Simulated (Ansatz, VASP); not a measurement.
**Rh: VASP beside Ansatz**

File INCAR:

```
ALGO = Normal
EDIFF = 1E-6
ENCUT = 520
ISIF = 2
ISMEAR = 0
LASPH = True
LCHARG = False
LREAL = False
LWAVE = False
NBANDS = 14
NELM = 100
PREC = Accurate
SIGMA = 0.1
```

File KPOINTS:

```
k-points
0
Gamma
  18 18 18
```

The input POSCAR:

```
Rh
1.0
    0.0000000000      1.9507430985      1.9507430985
    1.9507430985      0.0000000000      1.9507430985
    1.9507430985      1.9507430985      0.0000000000
Rh
1
Direct
    0.0000000000      0.0000000000      0.0000000000
```

Input for Ansatz:

```yaml
crystal:
  lattice:
    - [0.0, 1.9507430985, 1.9507430985]
    - [1.9507430985, 0.0, 1.9507430985]
    - [1.9507430985, 1.9507430985, 0.0]
  atoms:
    - { symbol: Rh, position: [0.0, 0.0, 0.0] }
basis:
  ecutwfc: 420
kpoints:
  mp_grid: { grid: [18, 18, 18] }
hamiltonian:
  xc: lda
scf:
  occupations: { method: gaussian, width: 0.1 }
output:
  forces: true
  stress: true
  eigenvalues: true
```

Alike in both runs: task single point; functional LDA; k mesh 18 × 18 × 18; occupations gaussian, width 0.1 eV; no spin polarisation.

|  | VASP | Ansatz |
| --- | --- | --- |
| version | VASP 6.6.1 | Ansatz 0.2.0 |
| potentials or method | VASP PAW LDA potentials, release 64 (Rh_pv), cutoff 520 eV | scalar-relativistic, plane waves, PAW |
| valence electrons in the cell | 15 | 17 |

Ansatz gave:

- gap on the k mesh at the Fermi level (eV): none
- pressure (GPa): -27.4

Which values does VASP return?

gap on the k mesh at the Fermi level (eV): none; pressure (GPa): -26.7.

LDA's correlation is that of Perdew and Zunger in VASP and of Perdew and Wang (1992) in Ansatz. A gap of «none» marks a metal or a gap that the smearing closes. VASP's potentials hold 15 valence electrons a cell and Ansatz's 17, so a difference there can come from the potentials and not from the codes.
